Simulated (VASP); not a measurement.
# MgS (Niningerite) (Fm-3m) in VASP: notebook

The runs below take MgS (Niningerite) through relaxation of cell and atoms, with PBEsol.

All numbers are computed with VASP 6.6.1; they aren't measurements. Logs are shortened: lines on timing, memory, paths and dates and some standing lists are left out, and cuts for length are marked.

## 1. The cell of the first run

The structure is cubic, space group Fm-3m (No. 225). The conventional cell has a = 5.203 Å, b = 5.203 Å, c = 5.203 Å, α = 90.00°, β = 90.00°, γ = 90.00°. Mg (site symmetry m-3m) has 6 S at 2.60 Å within 3.4 Å. Within 3.4 Å of S (site symmetry m-3m) lie 6 Mg at 2.60 Å.

## 2. Relaxation of cell and atoms, PBEsol

File INCAR:

```
SYSTEM = MgS
ALGO = Normal
EDIFF = 1E-7
EDIFFG = -0.03
ENCUT = 600
GGA = PS
GGA_COMPAT = .False.
IBRION = 2
ISIF = 3
ISMEAR = 0
LASPH = .True.
LCHARG = .False.
LREAL = .False.
LWAVE = .False.
NELM = 120
NELMIN = 4
NSW = 60
PREC = Accurate
SIGMA = 0.01
```

File KPOINTS:

```
k-points
0
Gamma
  7 7 7
  0 0 0
```

File POSCAR:

```
MgS
1.0
    0.0000000000      2.6016500000      2.6016500000
    2.6016500000      0.0000000000      2.6016500000
    2.6016500000      2.6016500000      0.0000000000
Mg S
1 1
Direct
    0.0000000000      0.0000000000      0.0000000000
    0.5000000000      0.5000000000      0.5000000000
```

Potentials or basis: VASP PAW PBE potentials, release 64 (Mg, S).

The run is started by

```console
cat potpaw_PBE.64/Mg/POTCAR potpaw_PBE.64/S/POTCAR > POTCAR
mpirun -np 1 vasp_std > vasp.out
```

OUTCAR:

```text
SYSTEM = MgS
   EDIFF = 1E-7
   EDIFFG = -0.03
   ENCUT = 600
   GGA = PS
   IBRION = 2
   ISIF = 3
   ISMEAR = 0
   LASPH = .True.
   LREAL = .False.
   NELM = 120
   NELMIN = 4
   NSW = 60
   PREC = Accurate

 ion  position               nearest neighbor table
   1  0.000  0.000  0.000-   2 2.60   2 2.60   2 2.60   2 2.60   2 2.60   2 2.60
   2  0.500  0.500  0.500-   1 2.60   1 2.60   1 2.60   1 2.60   1 2.60   1 2.60

  LATTYP: Found a face centered cubic cell.
 ALAT       =     5.2033000000

  Lattice vectors:

 A1 = (   0.0000000000,   2.6016500000,   2.6016500000)
 A2 = (   2.6016500000,   0.0000000000,   2.6016500000)
 A3 = (   2.6016500000,   2.6016500000,   0.0000000000)

Analysis of symmetry for initial positions (statically):
=====================================================================
 Subroutine PRICEL returns:
 Original cell was already a primitive cell.

 Routine SETGRP: Setting up the symmetry group for a
 face centered cubic supercell.

 Subroutine GETGRP returns: Found 48 space group operations
 (whereof 48 operations were pure point group operations)
 out of a pool of 48 trial point group operations.

The static configuration has the point symmetry O_h .

Analysis of symmetry for dynamics (positions and initial velocities):
=====================================================================
 Subroutine PRICEL returns:
 Original cell was already a primitive cell.

 Routine SETGRP: Setting up the symmetry group for a
 face centered cubic supercell.

 Subroutine GETGRP returns: Found 48 space group operations
 (whereof 48 operations were pure point group operations)
 out of a pool of 48 trial point group operations.

The dynamic configuration has the point symmetry O_h .

 Subroutine INISYM returns: Found 48 space group operations
 (whereof 48 operations are pure point group operations),
 and found     1 'primitive' translations

----------------------------------------------------------------------------------------

                                     Primitive cell

  volume of cell :      35.2190

  direct lattice vectors                    reciprocal lattice vectors
     0.000000000  2.601650000  2.601650000    -0.192185728  0.192185728  0.192185728
     2.601650000  0.000000000  2.601650000     0.192185728 -0.192185728  0.192185728
     2.601650000  2.601650000  0.000000000     0.192185728  0.192185728 -0.192185728

  length of vectors
     3.679288715  3.679288715  3.679288715     0.332875446  0.332875446  0.332875446

  position of ions in fractional coordinates (direct lattice)
     0.000000000  0.000000000  0.000000000
     0.500000000  0.500000000  0.500000000

  ion indices of the primitive-cell ions
   primitive index   ion index
                 1           1
                 2           2

----------------------------------------------------------------------------------------

 KPOINTS: k-points

Automatic generation of k-mesh.
 Grid dimensions read from file:
 generate k-points for:    7    7    7

 Generating k-lattice:

  Cartesian coordinates                     Fractional coordinates (reciprocal lattice)
    -0.027455104  0.027455104  0.027455104     0.142857143  0.000000000  0.000000000
     0.027455104 -0.027455104  0.027455104     0.000000000  0.142857143  0.000000000
     0.027455104  0.027455104 -0.027455104     0.000000000  0.000000000  0.142857143

  Length of vectors
     0.047553635  0.047553635  0.047553635

[... 50 lines left out ...]
   EDIFFG = -.3E-01   stopping-criterion for IOM
   NSW    =     60    number of steps for IOM
   IBRION =      2    ionic relax: 0-MD 1-quasi-New 2-CG
   NFREE  =      1    steps in history (QN), initial steepest desc. (CG)
   ISIF   =      3    stress and relaxation
   ISYM   =      2    0-nonsym 1-usesym 2-fastsym
   POTIM  = 0.5000    time-step for ionic-motion
   TEBEG  =    0.0;   TEEND  =   0.0 temperature during run
   PSTRESS=    0.0 pullay stress
   NELECT =       8.0000    total number of electrons
   NUPDOWN=      -1.0000    fix difference up-down
   EMIN   =  10.00;   EMAX   =-10.00  energy-range for DOS
   EFERMI =   0.00;   METHOD = LEGACY
   ISMEAR =     0;   SIGMA  =   0.01  broadening in eV -4-tet -1-fermi 0-gaus
   EFERMI_NEDOS =   21; number of points for ismear=-14 and -15
   IALGO  =     38    algorithm
   IMIX   =      4    mixing-type and parameters
     AMIX     =   0.40;   BMIX     =  1.00
     AMIX_MAG =   1.60;   BMIX_MAG =  1.00
  volume/ion in A,a.u.               =      17.61       118.83
  Fermi-wavevector in a.u.,A,eV,Ry     =   0.998878  1.887606 13.575323  0.997758
  Thomas-Fermi vector in A             =   2.131131
   LORBIT       =      0    0 simple, 1 ext, 2 COOP (PROOUT), +10 PAW based schemes
   GGA     = PS    functional components
   LHFCALC =     F    Hartree Fock is set to
   AEXX    =    0.0000 exact exchange contribution
   IVDW    =     0    specifies the selected vdW correction
   LEPSILON=     F    determine dielectric tensor
   LRPA    =     F    only Hartree local field effects (RPA)
 conjugate gradient relaxation of ions
 non-spin polarized calculation
 Gauss-broadening in eV      SIGMA  =   0.01
  energy-cutoff  :      600.00
  volume of cell :       35.22
 maximum number of plane-waves:      1211
 NGX is ok and might be reduce to    30
   NGX = 15   NGY = 15   NGZ = 15

--------------------------------------- Ionic step        1  -------------------------------------------

 number of electron       7.9999999 magnetization

 Free energy of the ion-electron system (eV)
  ---------------------------------------------------
  ext. energy  EPLUGINS =         0.00000000
  ---------------------------------------------------
  free energy    TOTEN  =        -9.07316245 eV

  energy without entropy =       -9.07316245  energy(sigma->0) =       -9.07316245

------------------------ aborting loop because EDIFF is reached ----------------------------------------

  FORCE on cell =-STRESS in cart. coord.  units (eV):
  Direction    XX          YY          ZZ          XY          YZ          ZX
  --------------------------------------------------------------------------------------
  -------------------------------------------------------------------------------------
  Total       -0.2426526     -0.2426526     -0.2426526      0.0000000      0.0000000     -0.0000000
  in kB      -11.0387232    -11.0387232    -11.0387232      0.0000000      0.0000000     -0.0000000
  external PRESSURE =     -11.0387232 kB  Pullay stress =       0.0000000 kB

 VOLUME and BASIS-vectors are now :
 -----------------------------------------------------------------------------
  energy-cutoff  :      600.00
  volume of cell :       35.22
      direct lattice vectors                 reciprocal lattice vectors
     0.000000000  2.601650000  2.601650000    -0.192185728  0.192185728  0.192185728
     2.601650000  0.000000000  2.601650000     0.192185728 -0.192185728  0.192185728
     2.601650000  2.601650000  0.000000000     0.192185728  0.192185728 -0.192185728

 POSITION                                       TOTAL-FORCE (eV/Angst)
 -----------------------------------------------------------------------------------
      0.00000      0.00000      0.00000         0.000000     -0.000000     -0.000000
      2.60165      2.60165      2.60165        -0.000000      0.000000      0.000000
 -----------------------------------------------------------------------------------
    total drift:                               -0.000000     -0.000000      0.000000

  FREE ENERGIE OF THE ION-ELECTRON SYSTEM (eV)
  ---------------------------------------------------
  free  energy   TOTEN  =        -9.0731624452 eV

  energy  without entropy=       -9.0731624452  energy(sigma->0) =       -9.07316245

--------------------------------------- Ionic step        2  -------------------------------------------

 number of electron       8.0000000 magnetization

 Free energy of the ion-electron system (eV)
  ---------------------------------------------------
  ext. energy  EPLUGINS =         0.00000000
  ---------------------------------------------------
  free energy    TOTEN  =        -9.07483505 eV

  energy without entropy =       -9.07483505  energy(sigma->0) =       -9.07483505

 E-fermi :   3.8978     XC(G=0):  -9.9095

 val. band max:        3.8345360804   @ k =   0.0000   0.0000   0.0000
 cond. band min:       6.7897200547   @ k =   0.4286   0.4286   0.0000
 fundamental gap:      2.9551839743
 Fermi energy:         3.8978119779

 k-point     1 :       0.0000    0.0000    0.0000
  band No.  band energies     occupation
      1      -8.9508      2.00000
      2       3.8345      2.00000
      3       3.8345      2.00000
      4       3.8345      2.00000
      5       7.5664      0.00000
      6      11.6765      0.00000
      7      11.6765      0.00000
      8      11.6765      0.00000
[... 199 lines left out ...]
 k-point    20 :      -0.2857    0.4286    0.1429
  band No.  band energies     occupation
      1      -7.1766      2.00000
      2       0.3017      2.00000
      3       0.3822      2.00000
      4       1.9028      2.00000
      5       8.7422      0.00000
      6      11.0605      0.00000
      7      12.4263      0.00000
      8      12.5342      0.00000

------------------------ aborting loop because EDIFF is reached ----------------------------------------

  FORCE on cell =-STRESS in cart. coord.  units (eV):
  Direction    XX          YY          ZZ          XY          YZ          ZX
  --------------------------------------------------------------------------------------
  -------------------------------------------------------------------------------------
  Total        0.0554237      0.0554237      0.0554237     -0.0000000     -0.0000000      0.0000000
  in kB        2.5661253      2.5661253      2.5661253     -0.0000000     -0.0000000      0.0000000
  external PRESSURE =       2.5661253 kB  Pullay stress =       0.0000000 kB

 VOLUME and BASIS-vectors are now :
 -----------------------------------------------------------------------------
  energy-cutoff  :      600.00
  volume of cell :       34.60
      direct lattice vectors                 reciprocal lattice vectors
     0.000000000  2.586422278  2.586422278    -0.193317234  0.193317234  0.193317234
     2.586422278  0.000000000  2.586422278     0.193317234 -0.193317234  0.193317234
     2.586422278  2.586422278 -0.000000000     0.193317234  0.193317234 -0.193317234

 POSITION                                       TOTAL-FORCE (eV/Angst)
 -----------------------------------------------------------------------------------
      0.00000      2.58642      2.58642        -0.000000      0.000000     -0.000000
      2.58642      2.58642      2.58642         0.000000     -0.000000      0.000000
 -----------------------------------------------------------------------------------
    total drift:                               -0.000000     -0.000000      0.000000

  FREE ENERGIE OF THE ION-ELECTRON SYSTEM (eV)
  ---------------------------------------------------
  free  energy   TOTEN  =        -9.0748350484 eV

  energy  without entropy=       -9.0748350484  energy(sigma->0) =       -9.07483505

 reached required accuracy - stopping structural energy minimisation
```

Run time: 8 s. Hardware: 1 thread of Intel Xeon 6975P-C (Granite Rapids), shared host; peak memory 0.17 GiB.

Results:

| Item | Value |
| --- | --- |
| Free energy | -9.0748 eV |
| Relaxed volume | 17.30 Å³/atom |
| Relaxed cell | a = 3.658 Å, b = 3.658 Å, c = 3.658 Å, α = 60.00°, β = 60.00°, γ = 60.00° |
| Space group after relaxing (to 0.05 Å) | Fm-3m (No. 225) |
| Energy gained by relaxing | 0.8 meV/atom |
| Ionic steps | 2 |
| Pressure after relaxing | 0.3 GPa |
| Band gap on the k mesh | 2.96 eV, indirect (least direct gap 3.73 eV) |

The path:
| step | energy change (eV) | largest force (eV/Å) | pressure (GPa) | volume (Å³) |
| --- | --- | --- | --- | --- |
| 1 | 0.0000 | 0.0000 | -1.10 | 35.22 |
| 2 | -0.0017 | 0.0000 | 0.26 | 34.60 |

Final structure:
```
Mg S
1.0
     0.00000    2.58642    2.58642
     2.58642    0.00000    2.58642
     2.58642    2.58642    0.00000
Mg S
1 1
Direct
  0.00000 0.00000 0.00000
  0.50000 0.50000 0.50000
```

Levels at points of the mesh, in eV from the valence-band top:
```
           k point  band 1  band 2  band 3  band 4  band 5  band 6  band 7  band 8
(0.00, 0.00, 0.00)  -12.79    0.00    0.00    0.00    3.73    7.84    7.84    7.84
```

Caveat: the PAW data sets were made with another functional, which shifts forces and pressure a little.

## 3. Relaxation of cell and atoms, PBEsol, target pressure 5 GPa, at which the enthalpy is minimised

File INCAR:

```
SYSTEM = MgS
PREC = Accurate
ENCUT = 600
EDIFF = 1E-7
ISMEAR = 0
SIGMA = 0.01
LREAL = .FALSE.
LASPH = .TRUE.
NELM = 120
ALGO = Normal
ISIF = 3
LWAVE = .FALSE.
LCHARG = .FALSE.
GGA = PS
IBRION = 2
NSW = 60
EDIFFG = -0.03
PSTRESS = 50.0
GGA_COMPAT = .FALSE.
NELMIN = 4
```

File KPOINTS:

```
Automatic mesh
0
G
  7 7 7
  0 0 0
```

POSCAR is that of step 2.

Potentials or basis: VASP PAW PBE potentials, release 64 (Mg, S).

The run is started by

```console
cat potpaw_PBE.64/Mg/POTCAR potpaw_PBE.64/S/POTCAR > POTCAR
mpirun -np 1 vasp_std > vasp.out
```

Wall time 11 s (1 thread of Intel Xeon 6975P-C (Granite Rapids), shared host); peak memory 0.18 GiB.

Results (log left out):

| Property | Result |
| --- | --- |
| Free energy | -9.0466 eV |
| Relaxed volume | 16.41 Å³/atom |
| Relaxed cell | a = 3.593 Å, b = 3.593 Å, c = 3.593 Å, α = 60.00°, β = 60.00°, γ = 60.00° |
| Space group after relaxing (to 0.05 Å) | Fm-3m (No. 225) |
| Energy change on relaxing (the enthalpy is what falls) | +13.3 meV/atom |
| Ionic steps | 3 |
| Pressure after relaxing | 5.0 GPa |
| Band gap on the k mesh | 3.07 eV, indirect (least direct gap 4.17 eV) |

Step by step:
```tsv
step	energy change (eV)	largest force (eV/Å)	pressure (GPa)	volume (Å³)
1	0.0000	0.0000	-1.10	35.22
2	0.0628	0.0000	7.92	31.91
3	0.0266	0.0000	5.01	32.81
```

Final structure:
```yaml
crystal:
  lattice:
    - [0.00000, 2.54096, 2.54096]
    - [2.54096, 0.00000, 2.54096]
    - [2.54096, 2.54096, 0.00000]
  atoms:
    - { symbol: Mg, position: [0.00000, 0.00000, 0.00000] }
    - { symbol: S, position: [0.50000, 0.50000, 0.50000] }
```

Levels at points of the mesh, in eV from the valence-band top:
| k point | band 1 | band 2 | band 3 | band 4 | band 5 | band 6 | band 7 | band 8 |
| --- | --- | --- | --- | --- | --- | --- | --- | --- |
| (0.00, 0.00, 0.00) | -13.11 | 0.00 | 0.00 | 0.00 | 4.17 | 7.80 | 7.80 | 7.80 |

Caveat: the cell is relaxed towards a set pressure, so the enthalpy falls and the energy may rise; the PAW data sets were made with another functional, which shifts forces and pressure a little. As with any semilocal functional, this PBEsol gap is likely too small.

## 4. Relaxation of cell and atoms, PBEsol, target pressure 10 GPa, at which the enthalpy is minimised

File INCAR:

```
PREC = Accurate
ENCUT = 600
EDIFF = 1E-7
ISMEAR = 0
SIGMA = 0.01
LREAL = False
LASPH = True
NELM = 120
ALGO = Normal
ISIF = 3
LWAVE = False
LCHARG = False
GGA = PS
IBRION = 2
NSW = 60
EDIFFG = -0.03
PSTRESS = 100.0
GGA_COMPAT = False
NELMIN = 4
```

File KPOINTS:

```
regular mesh
0
Gamma
  7 7 7
```

POSCAR is that of step 3.

The run is started by

```console
cat potpaw_PBE.64/Mg/POTCAR potpaw_PBE.64/S/POTCAR > POTCAR
mpirun -np 1 vasp_std > vasp.out
```

Run time: 11 s. Hardware: 1 thread of Intel Xeon 6975P-C (Granite Rapids), shared host; peak memory 0.18 GiB.

Results (log left out):

- Free energy: -8.9789 eV
- Relaxed volume: 15.67 Å³/atom
- Relaxed cell: a = 3.539 Å, b = 3.539 Å, c = 3.539 Å, α = 60.00°, β = 60.00°, γ = 60.00°
- Space group after relaxing (to 0.05 Å): Fm-3m (No. 225)
- Energy change on relaxing (the enthalpy is what falls): +47.1 meV/atom
- Ionic steps: 3
- Pressure after relaxing: 10.0 GPa
- Band gap on the k mesh: 3.16 eV, indirect (least direct gap 4.57 eV)

The path:
```
step  energy change (eV)  largest force (eV/Å)  pressure (GPa)  volume (Å³)
   1              0.0000                0.0000           -1.10        35.22
   2              0.2690                0.0000           18.68        29.36
   3              0.0943                0.0000            9.96        31.34
```

Final structure:
```
Mg S
1.0
     0.00000    2.50251    2.50251
     2.50251    0.00000    2.50251
     2.50251    2.50251    0.00000
Mg S
1 1
Direct
  0.00000 0.00000 0.00000
  0.50000 0.50000 0.50000
```

Levels at points of the mesh, in eV from the valence-band top:
| k point | band 1 | band 2 | band 3 | band 4 | band 5 | band 6 | band 7 | band 8 |
| --- | --- | --- | --- | --- | --- | --- | --- | --- |
| (0.00, 0.00, 0.00) | -13.41 | 0.00 | 0.00 | 0.00 | 4.57 | 7.75 | 7.75 | 7.75 |

Caveat: the cell is relaxed towards a set pressure, so the enthalpy falls and the energy may rise; the PAW data sets were made with another functional, which shifts forces and pressure a little. A k mesh can miss the band edges.

## 5. Relaxation of cell and atoms, PBEsol, target pressure 20 GPa, at which the enthalpy is minimised

File INCAR:

```
SYSTEM = MgS
PREC     = Accurate       ! precision mode
ENCUT    = 600            ! plane-wave cutoff, eV
EDIFF    = 1E-7           ! SCF threshold, eV
ISMEAR   = 0              ! smearing method
SIGMA    = 0.01           ! smearing width, eV
LREAL    = .FALSE.        ! projectors in reciprocal space
LASPH    = .TRUE.         ! aspherical terms in the spheres
NELM     = 120            ! most SCF steps
ALGO     = Normal         ! electronic algorithm
ISIF     = 3              ! what is computed and relaxed
LWAVE    = .FALSE.        ! write WAVECAR
LCHARG   = .FALSE.        ! write CHGCAR
GGA      = PS             ! functional
IBRION   = 2              ! ionic algorithm
NSW      = 60             ! ionic steps
EDIFFG   = -0.03          ! ionic threshold
PSTRESS  = 200.0        
GGA_COMPAT= .FALSE.      
NELMIN   = 4
```

File KPOINTS:

```
Automatic mesh
0
G
  7 7 7
  0 0 0
```

POSCAR is that of step 4.

The run is started by

```console
cat potpaw_PBE.64/Mg/POTCAR potpaw_PBE.64/S/POTCAR > POTCAR
mpirun -np 1 vasp_std > vasp.out
```

It took 14 s on 1 thread of Intel Xeon 6975P-C (Granite Rapids), shared host; peak memory 0.18 GiB.

It converged, with:

```yaml
Free_energy: -8.7761 eV
Relaxed_volume: 14.56 Å³/atom
Relaxed_cell: a = 3.453 Å, b = 3.453 Å, c = 3.453 Å, α = 60.00°, β = 60.00°, γ = 60.00°
Space_group_after_relaxing_to_0.05_Å: Fm-3m (No. 225)
Energy_change_on_relaxing_the_enthalpy_is_what_falls: +148.5 meV/atom
Ionic_steps: 4
Pressure_after_relaxing: 19.9 GPa
Band_gap_on_the_k_mesh: 3.30 eV, indirect (least direct gap 5.27 eV)
```

Step by step:
| step | energy change (eV) | largest force (eV/Å) | pressure (GPa) | volume (Å³) |
| --- | --- | --- | --- | --- |
| 1 | 0.0000 | 0.0000 | -1.10 | 35.22 |
| 2 | 1.2706 | 0.0000 | 54.29 | 24.67 |
| 3 | 0.2820 | 0.0000 | 19.24 | 29.25 |
| 4 | 0.2971 | 0.0000 | 19.89 | 29.12 |

Final structure:
```cif
data_structure
_symmetry_space_group_name_H-M 'P 1'
_symmetry_Int_Tables_number 1
_cell_length_a 3.4535
_cell_length_b 3.4535
_cell_length_c 3.4535
_cell_angle_alpha 60.000
_cell_angle_beta 60.000
_cell_angle_gamma 60.000
_cell_volume 29.12
loop_
_atom_site_label
_atom_site_type_symbol
_atom_site_fract_x
_atom_site_fract_y
_atom_site_fract_z
_atom_site_occupancy
Mg1 Mg 0.00000 0.00000 0.00000 1
S1 S 0.50000 0.50000 0.50000 1
```

Levels at points of the mesh, in eV from the valence-band top:
```
           k point  band 1  band 2  band 3  band 4  band 5  band 6  band 7  band 8
(0.00, 0.00, 0.00)  -13.93    0.00    0.00    0.00    5.27    7.65    7.65    7.65
```

Caveat: the cell is relaxed towards a set pressure, so the enthalpy falls and the energy may rise; the volume moved by over 15 % at a fixed basis, so the end points are rough; the PAW data sets were made with another functional, which shifts forces and pressure a little.

## 6. Overview

| cell | gap on the mesh (eV) | pressure (GPa) |
| --- | --- | --- |
| relaxed | 2.96 | 0.3 |
| relaxed to 5 GPa | 3.07 | 5.0 |
| relaxed to 10 GPa | 3.16 | 10.0 |
| relaxed to 20 GPa | 3.30 | 19.9 |

Alike in all rows: task relaxation of cell and atoms; level PBEsol; potentials or basis VASP PAW PBE potentials, release 64 (Mg, S); no spin polarisation; k mesh 7 × 7 × 7; cutoff (eV) 600; smearing gaussian 0.01 eV.

Caveats: the PAW data sets were made with another functional, which shifts forces and pressure a little; the cell is relaxed towards a set pressure, so the enthalpy falls and the energy may rise (some runs); the volume moved by over 15 % at a fixed basis, so the end points are rough (some runs).

Total energies depend on the potentials used, so only differences within one code and one set of settings carry meaning.
